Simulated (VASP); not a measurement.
Wanted: the native input for a VASP 6.6.1 run.

```yaml
Task: single point
Functional: RPBE
Potentials_or_basis: VASP PAW PBE potentials, release 64 (Sb)
Cutoff: 520 eV
k_mesh: 18 × 18 × 9
Occupations: fermi-dirac, width 0.1 eV
Spin: no spin polarisation
Dipole_correction: no
Further_INCAR_settings: ALGO = Normal; EDIFF = 1e-06; NBANDS = 12
```

The structure of Sb lies in POSCAR:

```
Sb
1.0
    3.3923963130      0.0000000000      0.0000000000
   -1.6961981565      2.9379013867      0.0000000000
    0.0000000000      0.0000000000      5.6259761352
Sb
2
Direct
    0.3333333333      0.6666666667      0.2500000000
    0.6666666667      0.3333333333      0.7500000000
```

This isn't the form of Sb at room conditions, which is rhombohedral.

These files were run (other wordings do the same):

INCAR

```
SYSTEM = Sb
PREC = Accurate
ENCUT = 520
EDIFF = 1E-6
ISMEAR = -1
SIGMA = 0.1
LREAL = .FALSE.
LASPH = .TRUE.
NELM = 100
ALGO = Normal
ISIF = 2
LWAVE = .FALSE.
LCHARG = .FALSE.
GGA = RP
NBANDS = 12
```

KPOINTS

```
Automatic mesh
0
G
  18 18 9
  0 0 0
```

Potentials or basis: VASP PAW PBE potentials, release 64 (Sb).

The run is started by

```console
$ cat potpaw_PBE.64/Sb/POTCAR > POTCAR
$ mpirun -np 1 vasp_std > vasp.out
```

It gave:

```yaml
Pressure: 0.0 GPa
Band_gap_on_the_k_mesh: zero (bands 5 and 6 overlap by 7.01 eV)
```

Caveat: the PAW data sets were made with another functional, which shifts forces and pressure a little; spin-orbit coupling is left out, which moves the levels of the heavy elements.

Run time: 2 min on 1 thread of Intel Xeon 8259CL, with other jobs on the host, peak memory 0.25 GiB.
